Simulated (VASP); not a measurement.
Here is a VASP 6.6.1 calculation.

Contents of INCAR:

```
SYSTEM = C
PREC = Accurate
ENCUT = 520
EDIFF = 1E-6
ISMEAR = 0
SIGMA = 0.15
LREAL = .False.
LASPH = .True.
NELM = 60
ALGO = Normal
ISIF = 2
LWAVE = .False.
LCHARG = .False.
GGA = PE
IVDW = 12
NBANDS = 16
```

File KPOINTS:

```
Automatic mesh
0
Gamma
  18 12 10
  0 0 0
```

Contents of POSCAR:

```
C
1.0
   -2.4646600698      0.0000000000      0.0000000000
    0.0000000000      0.0000000000     -3.5719696368
    0.0000000000     -4.2689164642      0.0000000000
C
4
Direct
    0.5000000000      0.0000000000      0.1779107377
    0.0000000000      0.0000000000      0.6722887022
    0.0000000000      0.0000000000      0.3220892623
    0.5000000000      0.0000000000      0.8277112978
```

Potentials or basis: VASP PAW PBE potentials, release 64 (C).

Run with:

```bash
$ cat potpaw_PBE.64/C/POTCAR > POTCAR
$ mpirun -np 1 vasp_std > vasp.out
```

What does it give for the dispersion energy per atom?

-0.145 eV.

What does it give for the largest force?

4.500 eV/Å.

Predict the pressure.

2.5 GPa.

Forces in eV/Å, atoms in the order of the input:
```
C    0.000  4.500  0.000
C    0.000  2.574  0.000
C    0.000 -4.500  0.000
C    0.000 -2.574  0.000
```

Caveat: the cell differs from its parent crystal (atoms displaced along a vibrational mode); forces of over 1 eV/Å act on the atoms, so gaps and moduli don't describe the material at rest.
